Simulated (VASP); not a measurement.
# BN (P1) in VASP: single point with PBE+D3(BJ)

Aim: the single point of BN with PBE+D3(BJ).

Everything below comes from runs of VASP 6.6.1. Logs are shortened: lines on timing, memory, paths and dates and some standing lists are left out, and cuts for length are marked.

### Step 1. The cell of the first run

The typed cell holds 4 atoms: a = 2.359 Å, b = 2.305 Å, c = 6.702 Å, α = 92.56°, β = 91.78°, γ = 120.63°.

### Step 2. Single point, PBE+D3(BJ) (atoms moved at random and the cell strained at random)

INCAR reads:

```
SYSTEM = BN
  PREC = Accurate
  ENCUT = 520
  EDIFF = 1E-6
  ISMEAR = 0
  SIGMA = 0.05
  LREAL = .False.
  LASPH = .True.
  NELM = 80
  ALGO = Normal
  ISIF = 2
  LWAVE = .False.
  LCHARG = .False.
  GGA = PE
  IVDW = 12
  NBANDS = 16
```

KPOINTS reads:

```
Automatic mesh
0
Gamma
  12 12 4
  0 0 0
```

POSCAR reads:

```
BN
1.0
    2.3586785431      0.0022676820     -0.0380201467
   -1.1773754014      1.9809178313     -0.0544173230
   -0.1003709159     -0.2238317012      6.6971419817
B N
2 2
Direct
    0.3501713820      0.6747557649      0.2227300657
    0.7301373414      0.3705252246      0.7630147820
    0.3054665197      0.6606804828      0.7605533616
    0.6142247569      0.2940385277      0.2537017907
```

Potentials or basis: VASP PAW PBE potentials, release 64 (B, N).

Run with:

```
> cat potpaw_PBE.64/B/POTCAR potpaw_PBE.64/N/POTCAR > POTCAR
> mpirun -np 1 vasp_std > vasp.out
```

OUTCAR:

```text
SYSTEM = BN
   PREC = Accurate
   ENCUT = 520
   EDIFF = 1E-6
   ISMEAR = 0
   LREAL = .False.
   LASPH = .True.
   NELM = 80
   ISIF = 2
   GGA = PE
   IVDW = 12
 IVDW          = 12

 ion  position               nearest neighbor table
   1  0.350  0.675  0.223-   4 1.24   4 1.33   4 1.52
   2  0.730  0.371  0.763-   3 1.17   3 1.42   3 1.46
   3  0.305  0.661  0.761-   2 1.17   2 1.42   2 1.46
   4  0.614  0.294  0.254-   1 1.24   1 1.33   1 1.52

  LATTYP: Found a triclinic cell.
 ALAT       =     2.3102048780
 B/A-ratio  =     1.0211155140
 C/A-ratio  =     2.9008825684
 COS(alpha) =     0.0311135932
 COS(beta)  =     0.0763159817
 COS(gamma) =     0.5127447456

  Lattice vectors:

 A1 = (   1.1813031417,   1.9831855133,  -0.0924374697)
 A2 = (   2.3586785431,   0.0022676820,  -0.0380201467)
 A3 = (   0.1003709159,   0.2238317012,  -6.6971419817)

Analysis of symmetry for initial positions (statically):
=====================================================================
 Subroutine PRICEL returns:
 Original cell was already a primitive cell.

 Routine SETGRP: Setting up the symmetry group for a
 triclinic supercell.

 Subroutine GETGRP returns: Found  1 space group operations
 (whereof  1 operations were pure point group operations)
 out of a pool of  2 trial point group operations.

The static configuration has the point symmetry C_1 .

Analysis of symmetry for dynamics (positions and initial velocities):
=====================================================================
 Subroutine PRICEL returns:
 Original cell was already a primitive cell.

 Routine SETGRP: Setting up the symmetry group for a
 triclinic supercell.

 Subroutine GETGRP returns: Found  1 space group operations
 (whereof  1 operations were pure point group operations)
 out of a pool of  2 trial point group operations.

The dynamic configuration has the point symmetry C_1 .

 Subroutine INISYM returns: Found  1 space group operations
 (whereof  1 operations are pure point group operations),
 and found     1 'primitive' translations

----------------------------------------------------------------------------------------

                                     Primitive cell

  volume of cell :      31.2630

  direct lattice vectors                    reciprocal lattice vectors
     2.358678543  0.002267682 -0.038020147     0.423961949  0.252391675  0.014789399
    -1.177375401  1.980917831 -0.054417323    -0.000213571  0.505153266  0.016880018
    -0.100370916 -0.223831701  6.697141982     0.002405126  0.005537445  0.149538544

  length of vectors
     2.358986041  2.305040029  6.701633060     0.493623356  0.505435261  0.149660362

  position of ions in fractional coordinates (direct lattice)
     0.350171382  0.674755765  0.222730066
     0.730137341  0.370525225  0.763014782
     0.305466520  0.660680483  0.760553362
     0.614224757  0.294038528  0.253701791

  ion indices of the primitive-cell ions
   primitive index   ion index
                 1           1
                 2           2
                 3           3
                 4           4

----------------------------------------------------------------------------------------

 KPOINTS: Automatic mesh

Automatic generation of k-mesh.
 Grid dimensions read from file:
 generate k-points for:   12   12    4

 Generating k-lattice:

  Cartesian coordinates                     Fractional coordinates (reciprocal lattice)
     0.035330162  0.021032640  0.001232450     0.083333333  0.000000000  0.000000000
    -0.000017798  0.042096105  0.001406668    -0.000000000  0.083333333  0.000000000
     0.000601282  0.001384361  0.037384636    -0.000000000  0.000000000  0.250000000

  Length of vectors
     0.041135280  0.042119605  0.037415091

  Shift w.r.t. Gamma in fractional coordinates (k-lattice)
     0.000000000  0.000000000  0.000000000

 Subroutine IBZKPT returns following result:
 ===========================================

 Found    292 irreducible k-points:

 Following reciprocal coordinates:
            Coordinates               Weight
  0.000000  0.000000  0.000000      1.000000
  0.083333  0.000000 -0.000000      2.000000
  0.166667  0.000000  0.000000      2.000000
  0.250000  0.000000  0.000000      2.000000
  0.333333  0.000000 -0.000000      2.000000
  0.416667  0.000000 -0.000000      2.000000
[... 16 lines left out ...]
  0.250000  0.166667  0.000000      2.000000
  0.333333  0.166667 -0.000000      2.000000
 [... further k-points ...]
   k-points           NKPTS =    292   k-points in BZ     NKDIM =    292   number of bands    NBANDS=     16
   number of dos      NEDOS =    301   number of ions     NIONS =      4
   total plane-waves  NPLWV =  16200
   dimension x,y,z NGX =    18 NGY =   18 NGZ =   50
   dimension x,y,z NGXF=    36 NGYF=   36 NGZF=  100
   ions per type =               2   2
   NGX,Y,Z   is equivalent  to a cutoff of  12.69, 12.98, 12.40 a.u.
   NGXF,Y,Z  is equivalent  to a cutoff of  25.37, 25.96, 24.81 a.u.
 SYSTEM =  BN
   PREC   = accura    normal or accurate (medium, high low for compatibility)
   ISTART =      0    job   : 0-new  1-cont  2-samecut
   ICHARG =      2    charge: 1-file 2-atom 10-const
   ISPIN  =      1    spin polarized calculation?
   LNONCOLLINEAR =      F non collinear calculations
   LSORBIT =      F    spin-orbit coupling
   LASPH  =      T    aspherical Exc in radial PAW
   ENCUT  =  520.0 eV  38.22 Ry    6.18 a.u.   4.39  4.29 12.46*2*pi/ulx,y,z
   NELM   =     80;   NELMIN=  2; NELMDL= -5     # of ELM steps
   EDIFF  = 0.1E-05   stopping-criterion for ELM
   LREAL  =      F    real-space projection
   EDIFFG = 0.1E-04   stopping-criterion for IOM
   NSW    =      0    number of steps for IOM
   IBRION =     -1    ionic relax: 0-MD 1-quasi-New 2-CG
   NFREE  =      0    steps in history (QN), initial steepest desc. (CG)
   ISIF   =      2    stress and relaxation
   ISYM   =      2    0-nonsym 1-usesym 2-fastsym
   POTIM  = 0.5000    time-step for ionic-motion
   TEBEG  =    0.0;   TEEND  =   0.0 temperature during run
   PSTRESS=    0.0 pullay stress
   NELECT =      16.0000    total number of electrons
   NUPDOWN=      -1.0000    fix difference up-down
   EMIN   =  10.00;   EMAX   =-10.00  energy-range for DOS
   EFERMI =   0.00;   METHOD = LEGACY
   ISMEAR =     0;   SIGMA  =   0.05  broadening in eV -4-tet -1-fermi 0-gaus
   EFERMI_NEDOS =   21; number of points for ismear=-14 and -15
   IALGO  =     38    algorithm
   IMIX   =      4    mixing-type and parameters
     AMIX     =   0.40;   BMIX     =  1.00
     AMIX_MAG =   1.60;   BMIX_MAG =  1.00
  volume/ion in A,a.u.               =       7.82        52.74
  Fermi-wavevector in a.u.,A,eV,Ry     =   1.309498  2.474592 23.331059  1.714784
  Thomas-Fermi vector in A             =   2.440092
   LORBIT       =      0    0 simple, 1 ext, 2 COOP (PROOUT), +10 PAW based schemes
   GGA     = PE    functional components
   LHFCALC =     F    Hartree Fock is set to
   AEXX    =    0.0000 exact exchange contribution
   IVDW    =    12    specifies the selected vdW correction
   LEPSILON=     F    determine dielectric tensor
   LRPA    =     F    only Hartree local field effects (RPA)
 non-spin polarized calculation
 Gauss-broadening in eV      SIGMA  =   0.05
  energy-cutoff  :      520.00
  volume of cell :       31.26
 maximum number of plane-waves:       866
 NGX is ok and might be reduce to    18
   NGX =  9   NGY =  9   NGZ = 25

 number of electron      16.0000000 magnetization

 Free energy of the ion-electron system (eV)
  ---------------------------------------------------
  ext. energy  EPLUGINS =         0.00000000
  ---------------------------------------------------
  free energy    TOTEN  =       -31.00951933 eV

  energy without entropy =      -31.00951933  energy(sigma->0) =      -31.00951933

 E-fermi :   4.9837     XC(G=0): -10.4887

 val. band max:        4.6919881947   @ k =  -0.0000   0.0000   0.5000
 cond. band min:       6.8715661053   @ k =   0.5000   0.0000   0.0000
 fundamental gap:      2.1795779106
 Fermi energy:         4.9836716174

 k-point     1 :       0.0000    0.0000    0.0000
  band No.  band energies     occupation
      1     -15.9692      2.00000
      2     -15.5975      2.00000
      3      -4.2853      2.00000
      4      -2.2393      2.00000
      5      -0.2488      2.00000
      6       0.6954      2.00000
[... 8 lines left out ...]
     15      19.6168      0.00000
     16      20.6842      0.00000

 k-point     2 :       0.0833    0.0000   -0.0000
  band No.  band energies     occupation
      1     -15.8245      2.00000
      2     -15.4407      2.00000
      3      -4.0669      2.00000
      4      -2.0463      2.00000
      5      -0.6532      2.00000
      6       0.4832      2.00000
[... 8 lines left out ...]
     15      19.8686      0.00000
     16      20.5308      0.00000

 k-point     3 :       0.1667    0.0000    0.0000
  band No.  band energies     occupation
      1     -15.4019      2.00000
      2     -14.9735      2.00000
      3      -3.4203      2.00000
      4      -1.7543      2.00000
      5      -1.4741      2.00000
      6      -0.0766      2.00000
[... 8 lines left out ...]
     15      19.8903      0.00000
     16      20.8383      0.00000

 k-point     4 :       0.2500    0.0000    0.0000
  band No.  band energies     occupation
      1     -14.7403      2.00000
      2     -14.2120      2.00000
      3      -3.2529      2.00000
      4      -2.3917      2.00000
      5      -1.2634      2.00000
      6      -0.5515      2.00000
[... 8 lines left out ...]
     15      20.3525      0.00000
     16      21.3511      0.00000

 k-point     5 :       0.3333    0.0000   -0.0000
  band No.  band energies     occupation
      1     -13.9232      2.00000
      2     -13.2121      2.00000
      3      -4.8412      2.00000
      4      -3.4928      2.00000
      5      -1.1326      2.00000
      6      -0.9609      2.00000
[... 8 lines left out ...]
     15      21.0196      0.00000
     16      23.0550      0.00000

 k-point     6 :       0.4167    0.0000   -0.0000
  band No.  band energies     occupation
      1     -13.1410      2.00000
      2     -12.1587      2.00000
      3      -6.1515      2.00000
      4      -5.3965      2.00000
      5      -1.5403      2.00000
      6       0.1433      2.00000
[... 8 lines left out ...]
     15      20.4005      0.00000
     16      22.4170      0.00000
[... 267 lines left out ...]
 k-point    21 :       0.0833    0.1667   -0.0000
  band No.  band energies     occupation
      1     -14.8973      2.00000
      2     -14.5327      2.00000
      3      -2.7517      2.00000
      4      -2.2800      2.00000
      5      -1.6061      2.00000
      6      -0.7205      2.00000
[... 8 lines left out ...]
     15      20.1837      0.00000
     16      21.1367      0.00000

 k-point    22 :       0.1667    0.1667    0.0000
  band No.  band energies     occupation
      1     -14.2404      2.00000
      2     -13.7933      2.00000
      3      -3.4891      2.00000
      4      -2.5165      2.00000
      5      -1.6545      2.00000
      6      -0.5259      2.00000
[... 8 lines left out ...]
     15      19.9611      0.00000
     16      21.2393      0.00000

 k-point    23 :       0.2500    0.1667    0.0000
  band No.  band energies     occupation
      1     -13.4407      2.00000
      2     -12.8350      2.00000
      3      -4.8193      2.00000
      4      -3.7729      2.00000
      5      -1.9946      2.00000
      6      -0.9360      2.00000
[... 8 lines left out ...]
     15      19.9302      0.00000
     16      21.8530      0.00000

 k-point    24 :       0.3333    0.1667   -0.0000
  band No.  band energies     occupation
      1     -12.6925      2.00000
      2     -11.8518      2.00000
      3      -5.9496      2.00000
      4      -5.2540      2.00000
      5      -2.6586      2.00000
      6      -1.5902      2.00000
[... 8 lines left out ...]
     15      20.2796      0.00000
     16      21.5196      0.00000

 [... further k-points ...]

------------------------ aborting loop because EDIFF is reached ----------------------------------------

 Edisp (eV)   -0.61967

 E8    (eV) :    -0.1810

  FORCE on cell =-STRESS in cart. coord.  units (eV):
  Direction    XX          YY          ZZ          XY          YZ          ZX
  --------------------------------------------------------------------------------------
  -------------------------------------------------------------------------------------
  Total      24.49688    29.93288    -0.57222     3.27392     0.53556     0.15838
  in kB    1255.42611  1534.01258   -29.32523   167.78327    27.44659     8.11688
  external pressure =      920.04 kB  Pullay stress =        0.00 kB

 VOLUME and BASIS-vectors are now :
 -----------------------------------------------------------------------------
  energy-cutoff  :      520.00
  volume of cell :       31.26
      direct lattice vectors                 reciprocal lattice vectors
     2.358678543  0.002267682 -0.038020147     0.423961949  0.252391675  0.014789399
    -1.177375401  1.980917831 -0.054417323    -0.000213571  0.505153266  0.016880018
    -0.100370916 -0.223831701  6.697141982     0.002405126  0.005537445  0.149538544

 POSITION                                       TOTAL-FORCE (eV/Angst)
 -----------------------------------------------------------------------------------
      0.00915      1.28758      1.44162        -4.445560     -8.509405      1.854070
      1.20933      0.56485      5.06210       -15.411702     -8.072021      0.272928
     -0.13371      1.13921      5.04597        15.413478      8.049799     -0.358260
      1.07710      0.52707      1.65972         4.443784      8.531628     -1.768738
 -----------------------------------------------------------------------------------
    total drift:                                0.000206      0.000071      0.000160

  FREE ENERGIE OF THE ION-ELECTRON SYSTEM (eV)
  ---------------------------------------------------
  free  energy   TOTEN  =       -31.6291890756 eV

  energy  without entropy=      -31.6291890756  energy(sigma->0) =      -31.62918908
```

Wall time 2.6 min (1 thread of Intel Xeon 8259CL, shared host); peak memory 0.25 GiB.

Results:

* Free energy: -31.6292 eV
* Pressure: 92.0 GPa
* Largest force: 17.400 eV/Å
* Band gap on the k mesh: 2.18 eV (least direct gap 3.16 eV)
* Dispersion energy per atom: -0.155 eV

Forces on the atoms (eV/Å):
```
B    -4.446  -8.509   1.854
B   -15.412  -8.072   0.273
N    15.413   8.050  -0.358
N     4.444   8.532  -1.769
```

Stress tensor (GPa, compression positive):
```
125.54  16.78   0.81
 16.78 153.40   2.74
  0.81   2.74  -2.93
```

Caveat: the cell differs from its parent crystal (atoms moved at random and the cell strained at random); the cell stands under pressure; forces of over 1 eV/Å act on the atoms, so gaps and moduli don't describe the material at rest. A k mesh can miss the band edges.
